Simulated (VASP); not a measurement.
Sc:

```
Sc
1.0
     3.31936    0.00000    0.00000
    -1.65968    2.87465    0.00000
     0.00000    0.00000    5.18426
Sc
2
Direct
  0.33333 0.66667 0.25000
  0.66667 0.33333 0.75000
```

Base run:

```yaml
Program: VASP 6.6.1
Functional: PBE
Potentials_or_basis: VASP PAW PBE potentials, release 64 (Sc_sv)
Cutoff: 520 eV
k_mesh: 11 × 11 × 6
Occupations: fermi-dirac, width 0.6 eV
Spin: no spin polarisation
```

Its results: band gap on the k mesh zero (band 11 reaches 4.76 eV, above the bottom of band 12 at 3.27 eV); pressure 4.0 GPa.

Q: The run is repeated on the same cell with these changes: occupations from fermi-dirac, width 0.6 eV to gaussian, width 0.3 eV. What comes out?

A: Band gap on the k mesh zero (band 11 reaches 4.62 eV, above the bottom of band 12 at 3.17 eV); pressure 0.1 GPa.
